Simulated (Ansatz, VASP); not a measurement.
# One calculation of BeAl3, two programs

The input POSCAR:

```
BeAl3
1.0
   -1.9421910000      1.9421910000      3.8518930000
    1.9421910000     -1.9421910000      3.8518930000
    1.9421910000      1.9421910000     -3.8518930000
Al Be
3 1
Direct
    0.5000000000      0.5000000000      0.0000000000
    0.2500000000      0.7500000000      0.5000000000
    0.7500000000      0.2500000000      0.5000000000
    0.0000000000      0.0000000000      0.0000000000
```

INCAR.step1

```
PREC = Accurate
ENCUT = 520
ISMEAR = -1
SIGMA = 0.05
LREAL = False
LASPH = True
NELM = 80
NBANDS = 14
GGA = PE
ALGO = Normal
EDIFF = 1E-4
LWAVE = True
LCHARG = False
```

Contents of INCAR.step2:

```
PREC = Accurate
ENCUT = 520
EDIFF = 1E-7
ISMEAR = -1
SIGMA = 0.05
LREAL = False
LASPH = True
NELM = 80
ALGO = Normal
ISIF = 2
LWAVE = False
LCHARG = False
METAGGA = R2SCAN
LMIXTAU = True
NBANDS = 14
ISTART = 1
```

The input KPOINTS:

```
Automatic mesh
0
Gamma
  6 6 6
```

input.yaml

```yaml
crystal:
  lattice:
    - [-1.942191, 1.942191, 3.851893]
    - [1.942191, -1.942191, 3.851893]
    - [1.942191, 1.942191, -3.851893]
  atoms:
    - { symbol: Al, position: [0.5, 0.5, 0.0] }
    - { symbol: Al, position: [0.25, 0.75, 0.5] }
    - { symbol: Al, position: [0.75, 0.25, 0.5] }
    - { symbol: Be, position: [0.0, 0.0, 0.0] }
hamiltonian:
  xc: r2scan
  pseudopotentials: { kind: paw }
kpoints:
  mp_grid: { grid: [6, 6, 6] }
  band_path:
    path:
      - [[0.0, 0.0, 0.0], [0.0, 0.0, 0.5], [-0.1271175312, 0.1271175312, 0.5], [-0.3135587656, 0.3135587656, 0.3135587656], [0.0, 0.0, 0.0], [0.5, 0.5, -0.5], [0.3135587656, 0.6864412344, -0.3135587656], [0.0, 0.5, 0.0], [0.25, 0.25, 0.25], [0.5, 0.5, -0.1271175312], [0.5, 0.5, -0.5]]
      - [[0.0, 0.0, 0.5], [0.25, 0.25, 0.25]]
    npoints: 14
scf:
  occupations: { method: fermi_dirac, width: 0.05 }
  n_extra_bands: 10
output:
  forces: true
  stress: true
  eigenvalues: true
  fatbands: false
```

Alike in both runs: functional r2SCAN; k mesh 6 × 6 × 6; occupations fermi-dirac, width 0.05 eV; no spin polarisation.

|  | VASP | Ansatz |
| --- | --- | --- |
| version | VASP 6.6.1 | Ansatz 0.2.0 |
| potentials or method | VASP PAW PBE potentials, release 64 (Al, Be) | Ansatz PAW |
| plane-wave cutoff (eV) | 520 | 500 |
| valence electrons in the cell | 11 | 11 |
| task | single point | band structure |

Ansatz gave:

* gap on the k mesh at the Fermi level (eV): none
* pressure (GPa): -1.5
* traceless stress, the component that is largest in VASP (GPa): -2.28

**Question.** Which values does VASP return?

**Answer.** gap on the k mesh at the Fermi level (eV): none; pressure (GPa): -1.8; traceless stress, the component that is largest in VASP (GPa): -2.28.

VASP's potentials were made for PBE, not for r2SCAN. A gap of «none» marks a metal or a gap that the smearing closes. With one functional, cell and mesh, what is left measures potentials, basis and numerics.

The k mesh is coarse, so the values compare programs but aren't converged.
